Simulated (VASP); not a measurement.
Runs of VASP 6.6.1 on NiO (rock salt type). The structure is that of space group Fm-3m (No. 225), or close to it. The cells are those of the table. 

| level | cell | k mesh | smearing | gap on the mesh (eV) | pressure (GPa) |
| --- | --- | --- | --- | --- | --- |
| r2SCAN | a = 2.951 Å, angles 60.0°, 2 atoms | 14 × 14 × 14 | fermi-dirac 0.1 eV | none | -9.1 |
| r2SCAN | a = 2.861 Å, angles 60.0°, 2 atoms | 14 × 14 × 14 | fermi-dirac 0.1 eV | none | 13.2 |
| r2SCAN | a = 2.891 Å, angles 60.0°, 2 atoms | 14 × 14 × 14 | fermi-dirac 0.1 eV | none | 4.4 |
| PBE | a = 2.941 Å, angles 60.0°, 2 atoms | 45 × 45 × 45 | fermi-dirac 0.0612256 eV | none | (a) |

Alike in all rows: task single point; potentials or basis VASP PAW PBE potentials, release 64 (Ni, O); no spin polarisation; cutoff (eV) 520.

Q: Estimate the missing entries.

A: (a) 0.2.

Caveats: the run has no spin polarisation, though such a crystal can be magnetic; semilocal functionals often make such compounds metallic where correlation or magnetic order opens a gap, which also shifts bond lengths; the PAW data sets were made with another functional, which shifts forces and pressure a little (some runs).

A gap of «none» marks levels without a gap at the run's occupations.
